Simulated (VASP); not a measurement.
Set up this calculation in VASP 6.6.1, as the native input.

```yaml
Task: single point
Functional: RPBE
Potentials_or_basis: VASP PAW PBE potentials, release 64 (Sb)
Cutoff: 520 eV
k_mesh: 11 × 11 × 11
Occupations: fermi-dirac, width 0.1 eV
Spin: no spin polarisation
Dipole_correction: no
Further_INCAR_settings: ALGO = Normal; EDIFF = 1e-07; NBANDS = 8
```

The structure of Sb lies in POSCAR:

```
Sb
1.0
    3.1710637744      0.0000000000      0.0000000000
    0.0000000000      3.1710637744      0.0000000000
    0.0000000000      0.0000000000      3.1710637744
Sb
1
Direct
    0.0000000000      0.0000000000      0.0000000000
```

This cell differs from its parent crystal: volume scaled by 1.04.

The input as run:

INCAR

```
SYSTEM = Sb
PREC = Accurate ; ENCUT = 520
EDIFF = 1E-7 ; ISMEAR = -1
SIGMA = 0.1 ; LREAL = .False.
LASPH = .True. ; NELM = 80
ALGO = Normal ; ISIF = 2
LWAVE = .False. ; LCHARG = .False.
GGA = RP ; NBANDS = 8
```

KPOINTS

```
Automatic mesh
0
Gamma
  11 11 11
  0 0 0
```

Potentials or basis: VASP PAW PBE potentials, release 64 (Sb).

Command:

```sh
$ cat potpaw_PBE.64/Sb/POTCAR > POTCAR
$ mpirun -np 1 vasp_std > vasp.out
```

Results of the run:

| Item | Value |
| --- | --- |
| Pressure | -1.4 GPa |

Caveat: the PAW data sets were made with another functional, which shifts forces and pressure a little.

It took 9.7 s on 1 thread of Intel Xeon 8259CL (shared host), peak memory 0.14 GiB.
